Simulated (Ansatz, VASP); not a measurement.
**ZrC in VASP and in Ansatz**

Contents of INCAR:

```
ALGO = Normal
EDIFF = 1E-7
ENCUT = 520
GGA = PE
ISIF = 2
ISMEAR = -1
LASPH = T
LCHARG = F
LREAL = F
LWAVE = F
NBANDS = 15
NELM = 80
PREC = Accurate
SIGMA = 0.05
```

The input KPOINTS:

```
k-points
0
Gamma
  15 15 15
```

File POSCAR:

```
ZrC
1.0
    0.0000000000      2.3657747582      2.3657747582
    2.3657747582      0.0000000000      2.3657747582
    2.3657747582      2.3657747582      0.0000000000
Zr C
1 1
Direct
    0.5000000000      0.5000000000      0.5000000000
    0.0000000000      0.0000000000      0.0000000000
```

Input for Ansatz:

```yaml
crystal:
  lattice:
    - [0.0, 2.3657747582, 2.3657747582]
    - [2.3657747582, 0.0, 2.3657747582]
    - [2.3657747582, 2.3657747582, 0.0]
  atoms:
    - { symbol: Zr, position: [0.5, 0.5, 0.5] }
    - { symbol: C, position: [0.0, 0.0, 0.0] }
kpoints:
  mp_grid: { grid: [15, 15, 15] }
  band_path:
    path:
      - [0.0, 0.0, 0.0]
      - [0.5, 0.0, 0.5]
      - [0.625, 0.25, 0.625]
      - [0.375, 0.375, 0.75]
      - [0.0, 0.0, 0.0]
      - [0.5, 0.5, 0.5]
      - [0.5, 0.25, 0.75]
      - [0.5, 0.0, 0.5]
    npoints: 5
scf:
  occupations: { method: fermi_dirac, width: 0.05 }
hamiltonian:
  xc: pbe
  pseudopotentials: { kind: all_electron, lapw: { basis_error: 0.00025 } }
output:
  forces: true
  stress: true
  eigenvalues: true
```

Change from the starting cell: volume scaled by 1.02.

Alike in both runs: task single point; functional PBE; k mesh 15 × 15 × 15; occupations fermi-dirac, width 0.05 eV; no spin polarisation.

|  | VASP | Ansatz |
| --- | --- | --- |
| version | VASP 6.6.1 | Ansatz 0.2.0 |
| potentials or method | VASP PAW PBE potentials, release 64 (Zr_sv, C), cutoff 520 eV | all-electron LAPW, scalar-relativistic |

|  | VASP | Ansatz | Ansatz less VASP |
| --- | --- | --- | --- |
| pressure (GPa) | -2.9 | -3.1 | -0.17 |

Ansatz ran all-electron here, and VASP with PAW potentials.
